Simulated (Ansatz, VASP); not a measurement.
# SnO2: VASP beside Ansatz

File INCAR:

```
SYSTEM = SnO2
  PREC = Accurate
  ENCUT = 520
  EDIFF = 1E-6
  ISMEAR = 0
  SIGMA = 0.05
  LREAL = .FALSE.
  LASPH = .TRUE.
  NELM = 100
  ALGO = Normal
  ISIF = 2
  LWAVE = .FALSE.
  LCHARG = .FALSE.
  NBANDS = 35
```

Contents of KPOINTS:

```
Automatic mesh
0
G
  6 6 8
  0 0 0
```

Contents of POSCAR:

```
SnO2
1.0
    4.7767255581      0.0000000000      0.0000000000
    0.0000000000      4.7773123567      0.0000000000
    0.0000000000      0.0000000000      3.2271818729
Sn O
2 4
Direct
    0.5000000000      0.5000000000      0.5000000000
    0.0000000000      0.0000000000      0.0000000000
    0.3059833077      0.2543006016      0.0000000000
    0.8059833077      0.2456993984      0.5000000000
    0.1940166923      0.7543006016      0.5000000000
    0.6940166923      0.7456993984      0.0000000000
```

Input for Ansatz:

```yaml
crystal:
  lattice:
    - [4.7767255581, 0.0, 0.0]
    - [0.0, 4.7773123567, 0.0]
    - [0.0, 0.0, 3.2271818729]
  atoms:
    - { symbol: Sn, position: [0.5, 0.5, 0.5] }
    - { symbol: Sn, position: [0.0, 0.0, 0.0] }
    - { symbol: O, position: [0.3059833077, 0.2543006016, 0.0] }
    - { symbol: O, position: [0.8059833077, 0.2456993984, 0.5] }
    - { symbol: O, position: [0.1940166923, 0.7543006016, 0.5] }
    - { symbol: O, position: [0.6940166923, 0.7456993984, 0.0] }
basis:
  ecutwfc: 520.0
kpoints:
  mp_grid: { grid: [6, 6, 8] }
hamiltonian:
  xc: lda
scf:
  occupations: { method: gaussian, width: 0.05 }
output:
  forces: true
  stress: true
  eigenvalues: true
  write_density: true
  write_potential: true
  elf: true
  volumetric_format: npy
```

Alike in both runs: task single point; functional LDA; k mesh 6 × 6 × 8; occupations gaussian, width 0.05 eV; no spin polarisation.

|  | VASP | Ansatz |
| --- | --- | --- |
| version | VASP 6.6.1 | Ansatz 0.2.0 |
| potentials or method | VASP PAW LDA potentials, release 64 (Sn_d, O), cutoff 520 eV | scalar-relativistic, plane waves, PAW |
| valence electrons in the cell | 52 | 52 |

VASP gave:

* gap on the k mesh at the Fermi level (eV): 0.92
* least direct gap on the mesh (eV): 1.08
* pressure (GPa): -2.9
* traceless stress, the component that is largest in VASP (GPa): 8.53
* rms of the force components (eV/Å): 1.593

Question: Which values does Ansatz return?

Answer: gap on the k mesh at the Fermi level (eV): 0.91; least direct gap on the mesh (eV): 1.09; pressure (GPa): -3.7; traceless stress, the component that is largest in VASP (GPa): 8.28; rms of the force components (eV/Å): 1.564.

LDA's correlation is that of Perdew and Zunger in VASP and of Perdew and Wang (1992) in Ansatz. Atom by atom the forces differ by 0.030 eV/Å (rms over components).
